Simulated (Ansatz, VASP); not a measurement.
**One calculation of BaTiO3, two programs**

INCAR

```
ALGO = Normal ; EDIFF = 1E-7
ENCUT = 520 ; GGA = PE
ISIF = 2 ; ISMEAR = -1
LASPH = T ; LCHARG = F
LREAL = F ; LWAVE = F
NBANDS = 28 ; NELM = 100
PREC = Accurate ; SIGMA = 0.05
```

File KPOINTS:

```
k-points
0
Gamma
  8 8 8
```

POSCAR

```
BaTiO3
1.0
    4.0365283808      0.0000000000      0.0000000000
    0.0000000000      2.8743838866      2.8832490314
    0.0000000000     -2.8743838866      2.8832490314
Ba Ti O
1 1 3
Direct
    0.0000000000      0.0000000000      0.0000000000
    0.5000000000      0.5079000000      0.5079000000
    0.0000000000      0.4921000000      0.4921000000
    0.5000000000      0.5025100000      0.9937100000
    0.5000000000      0.9937100000      0.5025100000
```

Input for Ansatz:

```yaml
crystal:
  lattice:
    - [4.0365283808, 0.0, 0.0]
    - [0.0, 2.8743838866, 2.8832490314]
    - [0.0, -2.8743838866, 2.8832490314]
  atoms:
    - { symbol: Ba, position: [0.0, 0.0, 0.0] }
    - { symbol: Ti, position: [0.5, 0.5079, 0.5079] }
    - { symbol: O, position: [0.0, 0.4921, 0.4921] }
    - { symbol: O, position: [0.5, 0.50251, 0.99371] }
    - { symbol: O, position: [0.5, 0.99371, 0.50251] }
kpoints:
  mp_grid: { grid: [8, 8, 8] }
  band_path:
    path:
      - [0.0, 0.0, 0.0]
      - [0.0, 0.5, 0.5]
      - [0.0, 0.5015349898, 0.4984650102]
      - [0.0, 0.4984650102, -0.4984650102]
      - [0.0, 0.0, 0.0]
      - [0.5, 0.0, 0.0]
      - [0.5, 0.4984650102, -0.4984650102]
      - [0.5, 0.5015349898, 0.4984650102]
      - [0.5, 0.5, 0.5]
    npoints: 5
scf:
  occupations: { method: fermi_dirac, width: 0.05 }
hamiltonian:
  xc: pbe
  pseudopotentials: { kind: all_electron, lapw: { basis_error: 0.001 } }
output:
  forces: true
  stress: true
  eigenvalues: true
```

Change from the starting cell: volume scaled by 1.04.

Alike in both runs: task single point; functional PBE; k mesh 8 × 8 × 8; occupations fermi-dirac, width 0.05 eV; no spin polarisation.

|  | VASP | Ansatz |
| --- | --- | --- |
| version | VASP 6.6.1 | Ansatz 0.2.0 |
| potentials or method | VASP PAW PBE potentials, release 64 (Ba_sv, Ti_sv, O), cutoff 520 eV | all-electron LAPW, scalar-relativistic |

|  | VASP | Ansatz | Ansatz less VASP |
| --- | --- | --- | --- |
| pressure (GPa) | -2.7 | -4.2 | -1.52 |
| traceless stress, the component that is largest in VASP (GPa) | -0.62 | -0.60 | +0.015 |
| rms of the force components (eV/Å) | 0.131 | 0.137 | +0.0061 |

Atom by atom the forces differ by 0.008 eV/Å (rms over components). Ansatz ran all-electron here, and VASP with PAW potentials.

Spin-orbit coupling is off throughout.
